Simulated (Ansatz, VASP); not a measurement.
This is a calculation of Sn for Ansatz 0.2.0.

File input.yaml:

```yaml
crystal:
  lattice:
    - [-2.9401404553, 2.9401404553, 1.5993019889]
    - [2.9401404553, -2.9401404553, 1.5993019889]
    - [2.9401404553, 2.9401404553, -1.5993019889]
  atoms:
    - { symbol: Sn, position: [0.0, 0.0, 0.0] }
    - { symbol: Sn, position: [0.75, 0.25, 0.5] }
hamiltonian:
  xc: pbe
  pseudopotentials: { kind: paw }
kpoints:
  mp_grid: { grid: [9, 9, 9] }
scf:
  occupations: { method: gaussian, width: 0.022 }
output:
  forces: true
  stress: true
  eigenvalues: true
```

Potentials or basis: Ansatz PAW.

Command:

```bash
$ ansatz run input.yaml --threads 2 --pin off --max-ram 5632MiB --backend cpu --events-out ev --progress --plain --runs-dir out
```

Problem. Set up the same calculation for VASP 6.6.1. Potentials there: VASP PAW PBE potentials, release 64 (Sn_d).

Solution. As run (the cutoff follows the program's own potentials):

File INCAR:

```
PREC     = Accurate       # precision mode
ENCUT    = 520            # plane-wave cutoff, eV
EDIFF    = 1E-6           # SCF threshold, eV
ISMEAR   = 0              # smearing method
SIGMA    = 0.022          # smearing width, eV
LREAL    = False          # projectors in reciprocal space
LASPH    = True           # aspherical terms in the spheres
NELM     = 100            # most SCF steps
ALGO     = Normal         # electronic algorithm
ISIF     = 2              # what is computed and relaxed
LWAVE    = False          # write WAVECAR
LCHARG   = False          # write CHGCAR
GGA      = PE             # functional
NBANDS   = 21             # bands
```

File KPOINTS:

```
regular mesh
0
Gamma
  9 9 9
```

The input POSCAR:

```
Sn
1.0
   -2.9401404553      2.9401404553      1.5993019889
    2.9401404553     -2.9401404553      1.5993019889
    2.9401404553      2.9401404553     -1.5993019889
Sn
2
Direct
    0.0000000000      0.0000000000      0.0000000000
    0.7500000000      0.2500000000      0.5000000000
```

Potentials or basis: VASP PAW PBE potentials, release 64 (Sn_d).

The run is started by

```bash
$ cat potpaw_PBE.64/Sn_d/POTCAR > POTCAR
$ mpirun -np 1 vasp_std > vasp.out
```

Both were run:

|  | VASP | Ansatz | Ansatz less VASP |
| --- | --- | --- | --- |
| gap on the k mesh at the Fermi level (eV) | none | none | - |
| pressure (GPa) | 1.4 | 1.4 | +0.05 |
| traceless stress, the component that is largest in VASP (GPa) | -0.21 | -0.22 | -0.007 |

A gap of «none» marks a metal or a gap that the smearing closes.
